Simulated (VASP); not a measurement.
# Al3Ni2: single point with r2SCAN

Al3Ni2:

```
Al Ni
1.0
     4.08686    0.00000    0.00000
    -2.04343    3.53932    0.00000
     0.00000    0.00000    4.82814
Al Ni
3 2
Direct
  0.00000 0.00000 0.00000
  0.33333 0.66667 0.64803
  0.66667 0.33333 0.35197
  0.33333 0.66667 0.14494
  0.66667 0.33333 0.85506
```

This cell differs from its parent crystal: biaxial strain in the a-b plane: +2.0 %, then relaxed in part.

- Program: VASP 6.6.1
- Task: single point
- Functional: r2SCAN
- Potentials or basis: VASP PAW PBE potentials, release 64 (Al, Ni)
- Cutoff: 520 eV
- k mesh: 12 × 12 × 8
- Occupations: gaussian, width 0.1 eV
- Spin: no spin polarisation

The pressure is -4.4 GPa and the largest force is 0.019 eV/Å. The band gap on the k mesh is zero (an odd number of electrons rules out a gap without spin polarisation).

Forces in eV/Å, atoms in the order of the input:
```
Al   0.000  0.000  0.000
Al   0.000  0.000  0.003
Al   0.000  0.000 -0.003
Ni   0.000  0.000  0.019
Ni   0.000  0.000 -0.019
```

Stress tensor (GPa, compression positive):
```
-6.50  0.00  0.00
 0.00 -6.50  0.00
 0.00  0.00 -0.17
```

Levels at points of the mesh, in eV from the Fermi level:
| k point | band 11 | band 12 | band 13 | band 14 | band 15 | band 16 | band 17 | band 18 | band 19 | band 20 |
| --- | --- | --- | --- | --- | --- | --- | --- | --- | --- | --- |
| (0.00, 0.00, 0.00) | -1.64 | -1.64 | -1.24 | 1.15 | 1.15 | 3.09 | 3.09 | 4.60 | 4.75 | 7.23 |
| (0.50, 0.00, 0.00) | -2.11 | -1.78 | -1.50 | -1.45 | -1.19 | 1.56 | 2.23 | 2.44 | 5.01 | 5.53 |
| (0.00, 0.00, 0.50) | -1.70 | -1.70 | 2.76 | 2.76 | 2.85 | 2.85 | 3.57 | 4.32 | 4.32 | 4.59 |
| (0.50, 0.00, 0.50) | -1.82 | -1.66 | -1.66 | -0.99 | -0.38 | 1.60 | 2.23 | 3.24 | 7.12 | 8.02 |

Run time: 7.6 min on 1 thread of Intel(R) Xeon(R) Platinum 8559C (Emerald Rapids), with other jobs on the host, peak memory 0.3 GiB.

Caveat: the cell differs from its parent crystal (biaxial strain in the a-b plane: +2.0 %, then relaxed in part); the stress differs along the axes, from -7 to -0 GPa; the PAW data sets were made with another functional, which shifts forces and pressure a little. Spin polarisation is off, so any magnetic state and its effect on volume and gap are missing.
